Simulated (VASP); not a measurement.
# PbS: single point with LDA

The system is PbS.

```
Pb S
1.0
     4.19597    0.00000    0.00000
    -2.09799    3.63382    0.00000
     0.00000    0.00000    3.88660
Pb S
1 1
Direct
  0.00000 0.00000 0.00000
  0.66667 0.33333 0.50000
```

| Property | Result |
| --- | --- |
| Program | VASP 6.6.1 |
| Task | single point |
| Functional | LDA |
| Potentials or basis | VASP PAW LDA potentials, release 64 (Pb_d, S) |
| Cutoff | 500 eV |
| k mesh | 6 × 6 × 6 |
| Occupations | fermi-dirac, width 0.05 eV |
| Spin | no spin polarisation |

The pressure is -7.2 GPa and the band gap on the k mesh is zero (bands 10 and 11 overlap by 0.24 eV).

Stress tensor (GPa, compression positive):
```
-6.72  0.00  0.00
 0.00 -6.72  0.00
 0.00  0.00 -8.23
```

Levels at points of the mesh, in eV from the Fermi level:
| k point | band 6 | band 7 | band 8 | band 9 | band 10 | band 11 | band 12 | band 13 | band 14 | band 15 |
| --- | --- | --- | --- | --- | --- | --- | --- | --- | --- | --- |
| (0.00, 0.00, 0.00) | -12.54 | -6.61 | -1.83 | -1.39 | -1.39 | 3.34 | 3.34 | 5.40 | 5.95 | 6.76 |
| (0.50, 0.00, 0.00) | -11.59 | -8.21 | -2.32 | -1.69 | -0.93 | 1.78 | 3.74 | 4.86 | 5.46 | 10.65 |
| (0.00, 0.00, 0.50) | -11.56 | -8.64 | -0.84 | -0.84 | -0.05 | 0.76 | 3.62 | 3.62 | 8.24 | 8.24 |
| (0.50, 0.00, 0.50) | -11.07 | -7.32 | -3.61 | -3.60 | -1.15 | 2.10 | 2.66 | 2.77 | 7.90 | 10.05 |

Run time: 7.5 s on 1 thread of Intel(R) Xeon(R) 6975P-C (Granite Rapids), on a shared host, peak memory 0.16 GiB.

Caveat: the cell stands under tension; semilocal functionals underestimate gaps, so a narrow gap can read as zero; spin-orbit coupling is left out, which moves the levels of the heavy elements.
